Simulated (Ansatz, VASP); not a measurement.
## Mn in VASP and in Ansatz

INCAR

```
SYSTEM = Mn
  PREC = Accurate
  ENCUT = 520
  EDIFF = 1E-6
  ISMEAR = -1
  SIGMA = 0.05
  LREAL = .False.
  LASPH = .True.
  NELM = 150
  ALGO = Normal
  ISIF = 2
  LWAVE = .False.
  LCHARG = .True.
  ISPIN = 2
  MAGMOM = 4 4
  LORBIT = 11
  NUPDOWN = 8.0
  LMAXMIX = 4
  GGA = PE
  LELF = .True.
  LVHAR = .True.
  NBANDS = 24
```

Contents of KPOINTS:

```
regular mesh
0
Gamma
  12 12 7
  0 0 0
```

POSCAR

```
Mn
1.0
    2.4836457705      0.0000000000      0.0000000000
   -1.2418228853      2.1509003313      0.0000000000
    0.0000000000      0.0000000000      4.0261950000
Mn
2
Direct
    0.3333333333      0.6666666667      0.2500000000
    0.6666666667      0.3333333333      0.7500000000
```

The input input.yaml:

```yaml
crystal:
  lattice:
    - [2.4836457705, 0.0, 0.0]
    - [-1.2418228853, 2.1509003313, 0.0]
    - [0.0, 0.0, 4.026195]
  atoms:
    - { symbol: Mn, position: [0.3333333333, 0.6666666667, 0.25], spin: 4.0 }
    - { symbol: Mn, position: [0.6666666667, 0.3333333333, 0.75], spin: 4.0 }
kpoints:
  mp_grid: { grid: [12, 12, 7] }
scf:
  occupations: { method: fermi_dirac, width: 0.05 }
hamiltonian:
  xc: pbe
  pseudopotentials: { kind: all_electron, lapw: { basis_error: 0.001 } }
magnetization:
  spin_polarized: true
  initial_magnetization: 8.0
  spin_locking: { lock_magnetization: hard }
output:
  forces: true
  stress: true
  eigenvalues: true
```

Alike in both runs: task single point; functional PBE; k mesh 12 × 12 × 7; occupations fermi-dirac, width 0.05 eV; collinear spin; fixed moment 8 μB.

|  | VASP | Ansatz |
| --- | --- | --- |
| version | VASP 6.6.1 | Ansatz 0.2.0 |
| potentials or method | VASP PAW PBE potentials, release 64 (Mn_pv), cutoff 520 eV | all-electron LAPW, scalar-relativistic |

|  | VASP | Ansatz | Ansatz less VASP |
| --- | --- | --- | --- |
| size of the moment on the site where the two differ most (μB) | 3.79 | 3.84 | +0.054 |

Site moments also hang on the region over which each program counts them. Ansatz ran all-electron here, and VASP with PAW potentials.
